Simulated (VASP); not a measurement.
# MnAs (P6_3/mmc) in VASP: single point with r2SCAN

Aim: the single point of MnAs with r2SCAN.

Program: VASP 6.6.1. These are calculated values, not measurements. Logs are shortened: lines on timing, memory, paths and dates and some standing lists are left out, and cuts for length are marked.

## 1. The cell of the first run

The structure is hexagonal, space group P6_3/mmc (No. 194). Conventional cell: a = 3.710 Å, b = 3.710 Å, c = 5.691 Å, α = 90.00°, β = 90.00°, γ = 120.00°. Mn (site symmetry -3m) has 6 As at 2.57 Å and 2 Mn at 2.85 Å within 3.4 Å. As (site symmetry -6m2) has 6 Mn at 2.57 Å within 3.4 Å.

## 2. Single point, r2SCAN, collinear spin, ferromagnetic start

Contents of POSCAR:

```
MnAs
1.0
    3.7100000000      0.0000000000      0.0000000000
   -1.8550000000      3.2129542500      0.0000000000
    0.0000000000      0.0000000000      5.6910000000
Mn As
2 2
Direct
    0.0000000000      0.0000000000      0.0000000000
    0.0000000000      0.0000000000      0.5000000000
    0.3333333300      0.6666666700      0.2500000000
    0.6666666700      0.3333333300      0.7500000000
```

Contents of INCAR.step1:

```
SYSTEM = MnAs
PREC     = Accurate       ! precision mode
ENCUT    = 520            ! plane-wave cutoff, eV
ISMEAR   = -1             ! smearing method
SIGMA    = 0.05           ! smearing width, eV
LREAL    = .False.        ! projectors in reciprocal space
LASPH    = .True.         ! aspherical terms in the spheres
NELM     = 150            ! most SCF steps
ISPIN    = 2              ! spin polarisation
MAGMOM   = 4.5 4.5 0 0    ! initial moments
LMAXMIX  = 4              ! l up to which the mixer works
NBANDS   = 30             ! bands
GGA      = PE             ! functional
ALGO     = Normal         ! electronic algorithm
EDIFF    = 1E-4           ! SCF threshold, eV
LWAVE    = .True.         ! write WAVECAR
LCHARG   = .False.        ! write CHGCAR
```

Contents of INCAR.step2:

```
SYSTEM = MnAs
PREC     = Accurate       ! precision mode
ENCUT    = 520            ! plane-wave cutoff, eV
EDIFF    = 1E-7           ! SCF threshold, eV
ISMEAR   = -1             ! smearing method
SIGMA    = 0.05           ! smearing width, eV
LREAL    = .False.        ! projectors in reciprocal space
LASPH    = .True.         ! aspherical terms in the spheres
NELM     = 150            ! most SCF steps
ALGO     = Normal         ! electronic algorithm
ISIF     = 2              ! what is computed and relaxed
LWAVE    = .False.        ! write WAVECAR
LCHARG   = .True.         ! write CHGCAR
ISPIN    = 2              ! spin polarisation
MAGMOM   = 4.5 4.5 0 0    ! initial moments
LORBIT   = 11             ! projections on sites
LMAXMIX  = 4              ! l up to which the mixer works
METAGGA  = R2SCAN         ! meta-GGA
LMIXTAU  = .True.       
LELF     = .True.         ! ELF
LVHAR    = .True.       
NBANDS   = 30             ! bands
ISTART   = 1
```

Contents of KPOINTS:

```
Automatic mesh
0
Gamma
  10 10 6
  0 0 0
```

Potentials or basis: VASP PAW PBE potentials, release 64 (Mn_pv, As).

Launch:

```console
cat potpaw_PBE.64/Mn_pv/POTCAR potpaw_PBE.64/As/POTCAR > POTCAR
cp INCAR.step1 INCAR
mpirun -np 1 vasp_std > vasp.out
cp INCAR.step2 INCAR
mpirun -np 1 vasp_std > vasp.out
```

OUTCAR:

```text
SYSTEM = MnAs
   PREC = Accurate
   ENCUT = 520
   EDIFF = 1E-7
   ISMEAR = -1
   LREAL = .False.
   LASPH = .True.
   NELM = 150
   ISIF = 2
   ISPIN = 2
   LORBIT = 11
   METAGGA = R2SCAN
   ISTART = 1

 ion  position               nearest neighbor table
   1  0.000  0.000  0.000-   3 2.57   4 2.57   4 2.57   3 2.57   4 2.57   3 2.57   2 2.85   2 2.85

   2  0.000  0.000  0.500-   3 2.57   4 2.57   4 2.57   3 2.57   4 2.57   3 2.57   1 2.85   1 2.85

   3  0.333  0.667  0.250-   1 2.57   2 2.57   1 2.57   2 2.57   1 2.57   2 2.57
   4  0.667  0.333  0.750-   1 2.57   2 2.57   1 2.57   2 2.57   1 2.57   2 2.57

  LATTYP: Found a hexagonal cell.
 ALAT       =     3.7100000000
 C/A-ratio  =     1.5339622642

  Lattice vectors:

 A1 = (   3.7100000000,   0.0000000000,   0.0000000000)
 A2 = (  -1.8550000000,   3.2129542500,   0.0000000000)
 A3 = (   0.0000000000,   0.0000000000,   5.6910000000)

Analysis of symmetry for initial positions (statically):
=====================================================================
 Subroutine PRICEL returns:
 Original cell was already a primitive cell.

 Routine SETGRP: Setting up the symmetry group for a
 hexagonal supercell.

 Subroutine GETGRP returns: Found 24 space group operations
 (whereof 12 operations were pure point group operations)
 out of a pool of 24 trial point group operations.

The static configuration has the point symmetry D_3d.
 The point group associated with its full space group is D_6h.

Analysis of symmetry for dynamics (positions and initial velocities):
=====================================================================
 Subroutine PRICEL returns:
 Original cell was already a primitive cell.

 Routine SETGRP: Setting up the symmetry group for a
 hexagonal supercell.

 Subroutine GETGRP returns: Found 24 space group operations
 (whereof 12 operations were pure point group operations)
 out of a pool of 24 trial point group operations.

The dynamic configuration has the point symmetry D_3d.
 The point group associated with its full space group is D_6h.

Analysis of structural, dynamic, and magnetic symmetry:
=====================================================================
 Subroutine PRICEL returns:
 Original cell was already a primitive cell.

 Routine SETGRP: Setting up the symmetry group for a
 hexagonal supercell.

 Subroutine GETGRP returns: Found 24 space group operations
 (whereof 12 operations were pure point group operations)
 out of a pool of 24 trial point group operations.

The overall configuration has the point symmetry D_3d.
 The point group associated with its full space group is D_6h.

 Subroutine INISYM returns: Found 24 space group operations
 (whereof 12 operations are pure point group operations),
 and found     1 'primitive' translations

----------------------------------------------------------------------------------------

                                     Primitive cell

  volume of cell :      67.8371

  direct lattice vectors                    reciprocal lattice vectors
     3.710000000  0.000000000  0.000000000     0.269541779  0.155620019  0.000000000
    -1.855000000  3.212954250  0.000000000     0.000000000  0.311240037  0.000000000
     0.000000000  0.000000000  5.691000000     0.000000000  0.000000000  0.175716043

  length of vectors
     3.710000000  3.710000002  5.691000000     0.311240037  0.311240037  0.175716043

  position of ions in fractional coordinates (direct lattice)
     0.000000000  0.000000000  0.000000000
     0.000000000  0.000000000  0.500000000
     0.333333330  0.666666670  0.250000000
     0.666666670  0.333333330  0.750000000

  ion indices of the primitive-cell ions
   primitive index   ion index
                 1           1
                 2           2
                 3           3
                 4           4

----------------------------------------------------------------------------------------

 KPOINTS: Automatic mesh

Automatic generation of k-mesh.
 Grid dimensions read from file:
 generate k-points for:   10   10    6

 Generating k-lattice:

  Cartesian coordinates                     Fractional coordinates (reciprocal lattice)
     0.026954178  0.015562002  0.000000000     0.100000000 -0.000000000  0.000000000
     0.000000000  0.031124004  0.000000000     0.000000000  0.100000000  0.000000000
     0.000000000  0.000000000  0.029286007     0.000000000  0.000000000  0.166666667

  Length of vectors
     0.031124004  0.031124004  0.029286007

  Shift w.r.t. Gamma in fractional coordinates (k-lattice)
     0.000000000  0.000000000  0.000000000

 Subroutine IBZKPT returns following result:
 ===========================================

 Found     56 irreducible k-points:

 Following reciprocal coordinates:
            Coordinates               Weight
  0.000000  0.000000  0.000000      1.000000
  0.100000  0.000000  0.000000      6.000000
  0.200000  0.000000  0.000000      6.000000
  0.300000  0.000000  0.000000      6.000000
  0.400000  0.000000  0.000000      6.000000
  0.500000  0.000000  0.000000      3.000000
[... 16 lines left out ...]
  0.300000  0.100000  0.166667     24.000000
  0.400000  0.100000  0.166667     24.000000
 [... further k-points ...]
   k-points           NKPTS =     56   k-points in BZ     NKDIM =     56   number of bands    NBANDS=     30
   number of dos      NEDOS =    301   number of ions     NIONS =      4
   total plane-waves  NPLWV =  32928
   dimension x,y,z NGX =    28 NGY =   28 NGZ =   42
   dimension x,y,z NGXF=    56 NGYF=   56 NGZF=   84
   ions per type =               2   2
   NGX,Y,Z   is equivalent  to a cutoff of  12.55, 12.55, 12.27 a.u.
   NGXF,Y,Z  is equivalent  to a cutoff of  25.09, 25.09, 24.54 a.u.
 SYSTEM =  MnAs
   PREC   = accura    normal or accurate (medium, high low for compatibility)
   ISTART =      1    job   : 0-new  1-cont  2-samecut
   ICHARG =      0    charge: 1-file 2-atom 10-const
   ISPIN  =      2    spin polarized calculation?
   LNONCOLLINEAR =      F non collinear calculations
   LSORBIT =      F    spin-orbit coupling
   LASPH  =      T    aspherical Exc in radial PAW
   ENCUT  =  520.0 eV  38.22 Ry    6.18 a.u.   6.90  6.90 10.58*2*pi/ulx,y,z
   NELM   =    150;   NELMIN=  2; NELMDL=  0     # of ELM steps
   EDIFF  = 0.1E-06   stopping-criterion for ELM
   LREAL  =      F    real-space projection
   EDIFFG = 0.1E-05   stopping-criterion for IOM
   NSW    =      0    number of steps for IOM
   IBRION =     -1    ionic relax: 0-MD 1-quasi-New 2-CG
   NFREE  =      0    steps in history (QN), initial steepest desc. (CG)
   ISIF   =      2    stress and relaxation
   ISYM   =      2    0-nonsym 1-usesym 2-fastsym
   POTIM  = 0.5000    time-step for ionic-motion
   TEBEG  =    0.0;   TEEND  =   0.0 temperature during run
   PSTRESS=    0.0 pullay stress
   NELECT =      36.0000    total number of electrons
   NUPDOWN=      -1.0000    fix difference up-down
   EMIN   =  10.00;   EMAX   =-10.00  energy-range for DOS
   EFERMI =   0.00;   METHOD = LEGACY
   ISMEAR =    -1;   SIGMA  =   0.05  broadening in eV -4-tet -1-fermi 0-gaus
   EFERMI_NEDOS =   21; number of points for ismear=-14 and -15
   IALGO  =     38    algorithm
   IMIX   =      4    mixing-type and parameters
     AMIX     =   0.40;   BMIX     =  1.00
     AMIX_MAG =   1.60;   BMIX_MAG =  1.00
  volume/ion in A,a.u.               =      16.96       114.45
  Fermi-wavevector in a.u.,A,eV,Ry     =   1.325419  2.504679 23.901852  1.756737
  Thomas-Fermi vector in A             =   2.454882
   LORBIT       =     11    0 simple, 1 ext, 2 COOP (PROOUT), +10 PAW based schemes
   METAGGA = R2SCAN    functional components
   LHFCALC =     F    Hartree Fock is set to
   AEXX    =    0.0000 exact exchange contribution
   IVDW    =     0    specifies the selected vdW correction
   LEPSILON=     F    determine dielectric tensor
   LRPA    =     F    only Hartree local field effects (RPA)
 spin polarized calculation
  energy-cutoff  :      520.00
  volume of cell :       67.84
 maximum number of plane-waves:      1848
 NGX is ok and might be reduce to    28
   NGX = 13   NGY = 13   NGZ = 21

 number of electron      35.9999986 magnetization       7.1932781

 Free energy of the ion-electron system (eV)
  ---------------------------------------------------
  ext. energy  EPLUGINS =         0.00000000
  ---------------------------------------------------
  free energy    TOTEN  =       -60.86136480 eV

  energy without entropy =      -60.84880171  energy(sigma->0) =      -60.85508326

 E-fermi :   6.9428     XC(G=0): -11.8149

 val. band max:        6.9419475252   @ k =   0.4000   0.1000   0.3333
 cond. band min:       6.9513317812   @ k =   0.2000   0.0000   0.5000
 fundamental gap:      0.0093842560
 Fermi energy:         6.9427795320

 spin component 1

 k-point     1 :       0.0000    0.0000    0.0000
  band No.  band energies     occupation
      1     -45.8763      1.00000
      2     -45.8763      1.00000
      3     -45.8670      1.00000
      4     -45.8669      1.00000
      5     -45.7677      1.00000
      6     -45.6716      1.00000
[... 781 lines left out ...]
     29      16.0811      0.00000
     30      17.6362      0.00000

 [... further k-points ...]

 spin component 2

 k-point     1 :       0.0000    0.0000    0.0000
  band No.  band energies     occupation
      1     -40.7179      1.00000
      2     -40.6833      1.00000
      3     -40.6830      1.00000
      4     -40.6704      1.00000
      5     -40.6702      1.00000
      6     -40.5925      1.00000
[... 781 lines left out ...]
     29      16.7971      0.00000
     30      18.1219      0.00000

 [... further k-points ...]
[... 5 lines left out ...]
  --------------------------------------------------------------------------------------
  -------------------------------------------------------------------------------------
  Total        0.8560324      0.8560324      0.5785246      0.0000000     -0.0000000      0.0000000
  in kB       20.2177922     20.2177922     13.6636084      0.0000000     -0.0000000      0.0000000
  external PRESSURE =      18.0330642 kB  Pullay stress =       0.0000000 kB

 VOLUME and BASIS-vectors are now :
 -----------------------------------------------------------------------------
  energy-cutoff  :      520.00
  volume of cell :       67.84
      direct lattice vectors                 reciprocal lattice vectors
     3.710000000  0.000000000  0.000000000     0.269541779  0.155620019  0.000000000
    -1.855000000  3.212954250  0.000000000     0.000000000  0.311240037  0.000000000
     0.000000000  0.000000000  5.691000000     0.000000000  0.000000000  0.175716043

 POSITION                                       TOTAL-FORCE (eV/Angst)
 -----------------------------------------------------------------------------------
      0.00000      0.00000      0.00000        -0.000000      0.000000      0.000000
      0.00000      0.00000      2.84550        -0.000000      0.000000      0.000000
     -0.00000      2.14197      1.42275        -0.000000      0.000000     -0.000000
      1.85500      1.07098      4.26825         0.000000     -0.000000      0.000000
 -----------------------------------------------------------------------------------
    total drift:                               -0.000000      0.000000      0.000000

  FREE ENERGIE OF THE ION-ELECTRON SYSTEM (eV)
  ---------------------------------------------------
  free  energy   TOTEN  =       -60.8613647988 eV

  energy  without entropy=      -60.8488017147  energy(sigma->0) =      -60.85508326

 total charge

# of ion       s       p       d       tot
------------------------------------------
    1        0.301   6.253   4.989  11.543
    2        0.301   6.253   4.989  11.543
    3        1.234   1.587   0.046   2.867
    4        1.234   1.587   0.046   2.867
--------------------------------------------------
tot          3.070  15.680  10.069  28.819

 magnetization (x)

# of ion       s       p       d       tot
------------------------------------------
    1        0.041   0.034   3.636   3.711
    2        0.041   0.034   3.636   3.711
    3        0.019  -0.194   0.009  -0.166
    4        0.019  -0.194   0.009  -0.166
--------------------------------------------------
tot          0.122  -0.321   7.289   7.090
```

Wall time 18 min (1 thread of Intel Xeon 8259CL, shared host); peak memory 0.33 GiB.

Results:

* Free energy: -60.8614 eV
* Pressure: 1.8 GPa
* Net moment: 7.19 μB per cell
* Site moments: Mn +3.71; As -0.17 μB
* Valence electrons inside the program's atomic spheres: Mn 11.54; As 2.87

Caveat: the PAW data sets were made with another functional, which shifts forces and pressure a little; only a ferromagnetic start was run, and an antiferromagnetic order may lie lower in energy.
